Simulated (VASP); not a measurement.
Ga5As2P3: single point with PBE

Ga5As2P3:

```xyz
10
Lattice="-1.9213 1.9213 13.5853 1.9213 -1.9213 13.5853 1.9213 1.9213 -13.5853" Properties=species:S:1:pos:R:3 pbc="T T T"
Ga    0.0000    0.0000   24.4536
Ga    0.0000    0.0000    8.1512
Ga    0.0000    0.0000   19.0195
Ga    0.0000    0.0000    2.7171
Ga    0.0000    0.0000   13.5853
P     1.9213    0.0000    6.7927
P     0.0000    1.9213    4.0756
P     0.0000    1.9213    9.5097
As    1.9213    0.0000    1.3585
As    1.9213    0.0000   12.2268
```

```yaml
Program: VASP 6.6.1
Task: single point
Functional: PBE
Potentials_or_basis: VASP PAW PBE potentials, release 64 (Ga_d, P, As)
Cutoff: 520 eV
k_mesh: 6 × 6 × 6
Occupations: gaussian, width 0.1 eV
Spin: no spin polarisation
Dipole_correction: no
Further_INCAR_settings: ALGO = Normal; EDIFF = 1e-06; NBANDS = 56
```

The pressure is 8.1 GPa, the largest force is 0.932 eV/Å and the band gap on the k mesh is 1.41 eV.

Forces on the atoms (eV/Å):
```
Ga   0.000  0.000 -0.932
Ga   0.000  0.000 -0.013
Ga   0.000  0.000  0.013
Ga   0.000  0.000  0.932
Ga   0.000  0.000  0.000
P    0.000  0.000  0.000
P    0.000  0.000  0.060
P    0.000  0.000 -0.060
As   0.000  0.000  0.072
As   0.000  0.000 -0.072
```

Stress tensor (GPa, compression positive):
```
8.15 0.00 0.00
0.00 8.15 0.00
0.00 0.00 7.93
```

Levels at points of the mesh, in eV from the valence-band top:
```tsv
k point	band 42	band 43	band 44	band 45	band 46	band 47	band 48	band 49
(0.00, 0.00, 0.00)	-1.39	-0.01	0.00	0.00	1.41	1.46	1.72	2.15
(0.50, 0.00, 0.00)	-1.30	-1.22	-1.19	-1.17	1.55	2.31	2.35	3.01
(0.50, 0.50, 0.00)	-3.21	-3.17	-2.88	-2.88	1.46	1.70	2.22	2.27
(0.50, 0.50, 0.50)	-0.58	-0.58	-0.42	-0.42	1.46	1.69	1.74	1.78
```

It took 62 min on 1 thread of Intel(R) Xeon(R) 6975P-C (Granite Rapids), on a shared host, peak memory 2.1 GiB.

Caveat: the cell stands under pressure. A k mesh can miss the band edges.
